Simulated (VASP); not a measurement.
# Os (Im-3m) in VASP: single point with PBEsol

Aim: the single point of Os with PBEsol.

Everything below comes from runs of VASP 6.6.1. Logs are shortened: lines on timing, memory, paths and dates and some standing lists are left out, and cuts for length are marked.

### 1 The cell of the first run

Symmetry: Im-3m, No. 229, cubic system. Conventional cell: a = 3.062 Å, b = 3.062 Å, c = 3.062 Å, α = 90.00°, β = 90.00°, γ = 90.00°. Os (site symmetry m-3m) has 14 Os at 2.65 to 3.06 Å within 3.5 Å.

### 2 Single point, PBEsol

Contents of INCAR:

```
SYSTEM = Os
PREC = Accurate
ENCUT = 600
EDIFF = 1E-6
ISMEAR = 0
SIGMA = 0.1
LREAL = .FALSE.
LASPH = .TRUE.
NELM = 120
ALGO = Normal
ISIF = 2
LWAVE = .FALSE.
LCHARG = .FALSE.
GGA = PS
NBANDS = 10
GGA_COMPAT = .FALSE.
```

Contents of KPOINTS:

```
Automatic mesh
0
G
  6 6 6
  0 0 0
```

Contents of POSCAR:

```
Os
1.0
   -1.5309459034      1.5309459034      1.5309459034
    1.5309459034     -1.5309459034      1.5309459034
    1.5309459034      1.5309459034     -1.5309459034
Os
1
Direct
    0.0000000000      0.0000000000      0.0000000000
```

Potentials or basis: VASP PAW PBE potentials, release 64 (Os).

On the command line:

```sh
$ cat potpaw_PBE.64/Os/POTCAR > POTCAR
$ mpirun -np 1 vasp_std > vasp.out
```

OUTCAR:

```text
SYSTEM = Os
   PREC = Accurate
   ENCUT = 600
   EDIFF = 1E-6
   ISMEAR = 0
   LREAL = .FALSE.
   LASPH = .TRUE.
   NELM = 120
   ISIF = 2
   GGA = PS

 ion  position               nearest neighbor table
   1  0.000  0.000  0.000-

  LATTYP: Found a body centered cubic cell.
 ALAT       =     3.0618918068

  Lattice vectors:

 A1 = (  -1.5309459034,   1.5309459034,   1.5309459034)
 A2 = (   1.5309459034,  -1.5309459034,   1.5309459034)
 A3 = (   1.5309459034,   1.5309459034,  -1.5309459034)

Analysis of symmetry for initial positions (statically):
=====================================================================
 Subroutine PRICEL returns:
 Original cell was already a primitive cell.

 Routine SETGRP: Setting up the symmetry group for a
 body centered cubic supercell.

 Subroutine GETGRP returns: Found 48 space group operations
 (whereof 48 operations were pure point group operations)
 out of a pool of 48 trial point group operations.

The static configuration has the point symmetry O_h .

Analysis of symmetry for dynamics (positions and initial velocities):
=====================================================================
 Subroutine PRICEL returns:
 Original cell was already a primitive cell.

 Routine SETGRP: Setting up the symmetry group for a
 body centered cubic supercell.

 Subroutine GETGRP returns: Found 48 space group operations
 (whereof 48 operations were pure point group operations)
 out of a pool of 48 trial point group operations.

The dynamic configuration has the point symmetry O_h .

 Subroutine INISYM returns: Found 48 space group operations
 (whereof 48 operations are pure point group operations),
 and found     1 'primitive' translations

----------------------------------------------------------------------------------------

                                     Primitive cell

  volume of cell :      14.3529

  direct lattice vectors                    reciprocal lattice vectors
    -1.530945903  1.530945903  1.530945903     0.000000000  0.326595472  0.326595472
     1.530945903 -1.530945903  1.530945903     0.326595472  0.000000000  0.326595472
     1.530945903  1.530945903 -1.530945903     0.326595472  0.326595472  0.000000000

  length of vectors
     2.651676088  2.651676088  2.651676088     0.461875746  0.461875746  0.461875746

  position of ions in fractional coordinates (direct lattice)
     0.000000000  0.000000000  0.000000000

  ion indices of the primitive-cell ions
   primitive index   ion index
                 1           1

----------------------------------------------------------------------------------------

 KPOINTS: Automatic mesh

Automatic generation of k-mesh.
 Grid dimensions read from file:
 generate k-points for:    6    6    6

 Generating k-lattice:

  Cartesian coordinates                     Fractional coordinates (reciprocal lattice)
     0.000000000  0.054432579  0.054432579     0.166666667  0.000000000  0.000000000
     0.054432579  0.000000000  0.054432579     0.000000000  0.166666667  0.000000000
     0.054432579  0.054432579  0.000000000     0.000000000  0.000000000  0.166666667

  Length of vectors
     0.076979291  0.076979291  0.076979291

  Shift w.r.t. Gamma in fractional coordinates (k-lattice)
     0.000000000  0.000000000  0.000000000

 Subroutine IBZKPT returns following result:
 ===========================================

 Found     16 irreducible k-points:

 Following reciprocal coordinates:
            Coordinates               Weight
  0.000000  0.000000  0.000000      1.000000
  0.166667  0.000000  0.000000     12.000000
  0.333333  0.000000  0.000000     12.000000
  0.500000  0.000000  0.000000      6.000000
  0.166667  0.166667  0.000000     24.000000
  0.333333  0.166667  0.000000     48.000000
[... 8 lines left out ...]
  0.500000  0.500000  0.333333     12.000000
  0.500000  0.500000  0.500000      1.000000
   k-points           NKPTS =     16   k-points in BZ     NKDIM =     16   number of bands    NBANDS=     10
   number of dos      NEDOS =    301   number of ions     NIONS =      1
   total plane-waves  NPLWV =  13824
   dimension x,y,z NGX =    24 NGY =   24 NGZ =   24
   dimension x,y,z NGXF=    48 NGYF=   48 NGZF=   48
   ions per type =               1
   NGX,Y,Z   is equivalent  to a cutoff of  15.05, 15.05, 15.05 a.u.
   NGXF,Y,Z  is equivalent  to a cutoff of  30.09, 30.09, 30.09 a.u.
 SYSTEM =  Os
   PREC   = accura    normal or accurate (medium, high low for compatibility)
   ISTART =      0    job   : 0-new  1-cont  2-samecut
   ICHARG =      2    charge: 1-file 2-atom 10-const
   ISPIN  =      1    spin polarized calculation?
   LNONCOLLINEAR =      F non collinear calculations
   LSORBIT =      F    spin-orbit coupling
   LASPH  =      T    aspherical Exc in radial PAW
   ENCUT  =  600.0 eV  44.10 Ry    6.64 a.u.   5.30  5.30  5.30*2*pi/ulx,y,z
   NELM   =    120;   NELMIN=  2; NELMDL= -5     # of ELM steps
   EDIFF  = 0.1E-05   stopping-criterion for ELM
   LREAL  =      F    real-space projection
   EDIFFG = 0.1E-04   stopping-criterion for IOM
   NSW    =      0    number of steps for IOM
   IBRION =     -1    ionic relax: 0-MD 1-quasi-New 2-CG
   NFREE  =      0    steps in history (QN), initial steepest desc. (CG)
   ISIF   =      2    stress and relaxation
   ISYM   =      2    0-nonsym 1-usesym 2-fastsym
   POTIM  = 0.5000    time-step for ionic-motion
   TEBEG  =    0.0;   TEEND  =   0.0 temperature during run
   PSTRESS=    0.0 pullay stress
   NELECT =       8.0000    total number of electrons
   NUPDOWN=      -1.0000    fix difference up-down
   EMIN   =  10.00;   EMAX   =-10.00  energy-range for DOS
   EFERMI =   0.00;   METHOD = LEGACY
   ISMEAR =     0;   SIGMA  =   0.10  broadening in eV -4-tet -1-fermi 0-gaus
   EFERMI_NEDOS =   21; number of points for ismear=-14 and -15
   IALGO  =     38    algorithm
   IMIX   =      4    mixing-type and parameters
     AMIX     =   0.40;   BMIX     =  1.00
     AMIX_MAG =   1.60;   BMIX_MAG =  1.00
  volume/ion in A,a.u.               =      14.35        96.86
  Fermi-wavevector in a.u.,A,eV,Ry     =   1.347281  2.545993 24.696849  1.815167
  Thomas-Fermi vector in A             =   2.475045
   LORBIT       =      0    0 simple, 1 ext, 2 COOP (PROOUT), +10 PAW based schemes
   GGA     = PS    functional components
   LHFCALC =     F    Hartree Fock is set to
   AEXX    =    0.0000 exact exchange contribution
   IVDW    =     0    specifies the selected vdW correction
   LEPSILON=     F    determine dielectric tensor
   LRPA    =     F    only Hartree local field effects (RPA)
 non-spin polarized calculation
 Gauss-broadening in eV      SIGMA  =   0.10
  energy-cutoff  :      600.00
  volume of cell :       14.35
 maximum number of plane-waves:       490
 NGX is ok and might be reduce to    24
   NGX = 11   NGY = 11   NGZ = 11

 number of electron       8.0000000 magnetization

 Free energy of the ion-electron system (eV)
  ---------------------------------------------------
  ext. energy  EPLUGINS =         0.00000000
  ---------------------------------------------------
  free energy    TOTEN  =       -11.21055734 eV

  energy without entropy =      -11.20851796  energy(sigma->0) =      -11.20953765

 E-fermi :   9.2449     XC(G=0): -14.0006

 val. band max:        9.1752135682   @ k =   0.1667   0.0000   0.0000
 cond. band min:       9.4873289431   @ k =   0.3333   0.0000   0.0000
 fundamental gap:      0.3121153749
 Fermi energy:         9.2449296252

 k-point     1 :       0.0000    0.0000    0.0000
  band No.  band energies     occupation
      1      -1.8348      2.00000
      2       5.7867      2.00000
      3       5.7867      2.00000
      4       5.7867      2.00000
      5       9.1129      1.93809
      6       9.1129      1.93809
      7      25.4485      0.00000
      8      25.4485      0.00000
      9      25.4485      0.00000
     10      37.4595      0.00000

 k-point     2 :       0.1667    0.0000    0.0000
  band No.  band energies     occupation
      1      -0.5876      2.00000
      2       5.1800      2.00000
      3       5.6329      2.00000
      4       7.0083      2.00000
      5       8.5255      2.00000
      6       9.1752      1.67583
      7      25.8935      0.00000
      8      26.8864      0.00000
      9      27.5519      0.00000
     10      32.5265      0.00000

 k-point     3 :       0.3333    0.0000    0.0000
  band No.  band energies     occupation
      1       1.3074      2.00000
      2       4.1463      2.00000
      3       6.2191      2.00000
      4       8.8377      2.00000
      5       9.4873      0.00061
      6      10.1483      0.00000
      7      22.4232      0.00000
      8      23.4002      0.00000
      9      30.2791      0.00000
     10      32.7477      0.00000

 k-point     4 :       0.5000    0.0000    0.0000
  band No.  band energies     occupation
      1       1.3542      2.00000
      2       3.6947      2.00000
      3       8.9661      1.99992
      4       8.9717      1.99989
      5       9.7629      0.00000
      6      12.4846      0.00000
      7      18.2638      0.00000
      8      21.6768      0.00000
      9      26.3323      0.00000
     10      33.7100      0.00000

 k-point     5 :       0.1667    0.1667    0.0000
  band No.  band energies     occupation
      1       1.3282      2.00000
      2       4.7158      2.00000
      3       4.8164      2.00000
      4       8.2054      2.00000
      5       9.5273      0.00007
      6       9.7468      0.00000
      7      24.2614      0.00000
      8      25.9619      0.00000
      9      28.9703      0.00000
     10      29.0656      0.00000

 k-point     6 :       0.3333    0.1667    0.0000
  band No.  band energies     occupation
      1       2.2465      2.00000
      2       4.0235      2.00000
      3       6.1580      2.00000
      4       8.8112      2.00000
      5       9.9805      0.00000
      6      13.6345      0.00000
      7      18.8806      0.00000
      8      22.8953      0.00000
      9      25.7493      0.00000
     10      32.4370      0.00000

 k-point     7 :       0.3333    0.3333    0.0000
  band No.  band energies     occupation
      1       3.0843      2.00000
      2       4.8306      2.00000
      3       4.8306      2.00000
      4       9.5926      0.00000
      5       9.5926      0.00000
      6      16.2606      0.00000
      7      18.8400      0.00000
      8      18.8400      0.00000
      9      26.8536      0.00000
     10      32.2656      0.00000

 k-point     8 :       0.1667    0.1667    0.1667
  band No.  band energies     occupation
      1       3.5704      2.00000
      2       3.9958      2.00000
      3       3.9958      2.00000
      4       9.4962      0.00038
      5       9.4962      0.00038
      6      13.9301      0.00000
      7      20.2290      0.00000
      8      23.4075      0.00000
      9      23.4075      0.00000
     10      30.7369      0.00000

 k-point     9 :       0.3333    0.1667    0.1667
  band No.  band energies     occupation
      1       3.4987      2.00000
      2       3.8347      2.00000
      3       5.7288      2.00000
      4       9.6455      0.00000
      5       9.8567      0.00000
      6      15.9049      0.00000
      7      17.3319      0.00000
      8      21.7623      0.00000
      9      22.2138      0.00000
     10      34.2875      0.00000

 k-point    10 :      -0.1667    0.1667    0.1667
  band No.  band energies     occupation
      1       0.5805      2.00000
      2       5.9480      2.00000
      3       5.9480      2.00000
      4       6.6004      2.00000
      5       6.9546      2.00000
      6       9.9925      0.00000
      7      26.4786      0.00000
      8      27.4947      0.00000
      9      29.0618      0.00000
     10      29.0618      0.00000

 k-point    11 :      -0.3333    0.3333    0.1667
  band No.  band energies     occupation
      1       2.4015      2.00000
      2       4.8378      2.00000
      3       5.3657      2.00000
      4       7.5365      2.00000
      5       9.8323      0.00000
      6      10.6290      0.00000
      7      22.3809      0.00000
      8      26.1796      0.00000
      9      27.8408      0.00000
     10      30.8053      0.00000

 k-point    12 :       0.5000    0.5000    0.1667
  band No.  band energies     occupation
      1       2.3188      2.00000
      2       4.9779      2.00000
      3       5.4166      2.00000
      4       7.5652      2.00000
      5      12.2629      0.00000
      6      13.5836      0.00000
      7      17.9321      0.00000
      8      24.4817      0.00000
      9      24.7532      0.00000
     10      31.4841      0.00000

 k-point    13 :      -0.3333    0.5000    0.1667
  band No.  band energies     occupation
      1       3.5500      2.00000
      2       3.5875      2.00000
      3       5.3482      2.00000
      4       8.6241      2.00000
      5      10.3662      0.00000
      6      14.7827      0.00000
      7      19.2062      0.00000
      8      22.0648      0.00000
      9      28.3270      0.00000
     10      30.1860      0.00000

 k-point    14 :      -0.3333    0.3333    0.3333
  band No.  band energies     occupation
      1       3.1138      2.00000
      2       3.1200      2.00000
      3       8.0705      2.00000
      4       8.0705      2.00000
      5       9.7967      0.00000
      6      11.8140      0.00000
      7      23.6277      0.00000
      8      23.6277      0.00000
      9      25.3263      0.00000
     10      30.4057      0.00000

 k-point    15 :       0.5000    0.5000    0.3333
  band No.  band energies     occupation
      1       2.4195      2.00000
      2       2.7181      2.00000
      3       8.4395      2.00000
      4       8.8084      2.00000
      5      11.8407      0.00000
      6      16.3950      0.00000
      7      17.3550      0.00000
      8      20.4738      0.00000
      9      28.1629      0.00000
     10      30.7645      0.00000

 k-point    16 :       0.5000    0.5000    0.5000
  band No.  band energies     occupation
      1       1.7567      2.00000
      2       1.7567      2.00000
      3      11.6392      0.00000
      4      11.6392      0.00000
      5      11.6392      0.00000
      6      17.0980      0.00000
      7      17.0980      0.00000
      8      17.0980      0.00000
      9      24.6774      0.00000
     10      31.7703      0.00000

------------------------ aborting loop because EDIFF is reached ----------------------------------------

  FORCE on cell =-STRESS in cart. coord.  units (eV):
  Direction    XX          YY          ZZ          XY          YZ          ZX
  --------------------------------------------------------------------------------------
  -------------------------------------------------------------------------------------
  Total        0.1699601      0.1699601      0.1699601      0.0000000     -0.0000000      0.0000000
  in kB       18.9722120     18.9722120     18.9722120      0.0000000     -0.0000000      0.0000000
  external PRESSURE =      18.9722120 kB  Pullay stress =       0.0000000 kB

 VOLUME and BASIS-vectors are now :
 -----------------------------------------------------------------------------
  energy-cutoff  :      600.00
  volume of cell :       14.35
      direct lattice vectors                 reciprocal lattice vectors
    -1.530945903  1.530945903  1.530945903     0.000000000  0.326595472  0.326595472
     1.530945903 -1.530945903  1.530945903     0.326595472  0.000000000  0.326595472
     1.530945903  1.530945903 -1.530945903     0.326595472  0.326595472  0.000000000

 POSITION                                       TOTAL-FORCE (eV/Angst)
 -----------------------------------------------------------------------------------
      0.00000      0.00000      0.00000         0.000000      0.000000      0.000000
 -----------------------------------------------------------------------------------
    total drift:                               -0.000000     -0.000000     -0.000000

  FREE ENERGIE OF THE ION-ELECTRON SYSTEM (eV)
  ---------------------------------------------------
  free  energy   TOTEN  =       -11.2105573447 eV

  energy  without entropy=      -11.2085179628  energy(sigma->0) =      -11.20953765
```

Run time: 7.5 s. Hardware: 1 thread of AMD EPYC 7R13, shared host; peak memory 0.11 GiB.

Results:

| Quantity | Value |
| --- | --- |
| Free energy | -11.2106 eV |
| Pressure | 1.9 GPa |
| Band gap on the k mesh | zero (band 4 reaches 11.64 eV, above the bottom of band 5 at 6.95 eV) |

Levels at points of the mesh, in eV from the Fermi level:
```
           k point  band 1  band 2  band 3  band 4  band 5  band 6  band 7  band 8
(0.00, 0.00, 0.00)  -11.08   -3.46   -3.46   -3.46   -0.13   -0.13   16.20   16.20
(0.50, 0.00, 0.00)   -7.89   -5.55   -0.28   -0.27    0.52    3.24    9.02   12.43
(0.50, 0.50, 0.50)   -7.49   -7.49    2.39    2.39    2.39    7.85    7.85    7.85
```

Caveat: the k points lie up to 0.48 Å⁻¹ apart; the PAW data sets were made with another functional, which shifts forces and pressure a little; spin-orbit coupling is left out, which moves the levels of the heavy elements.
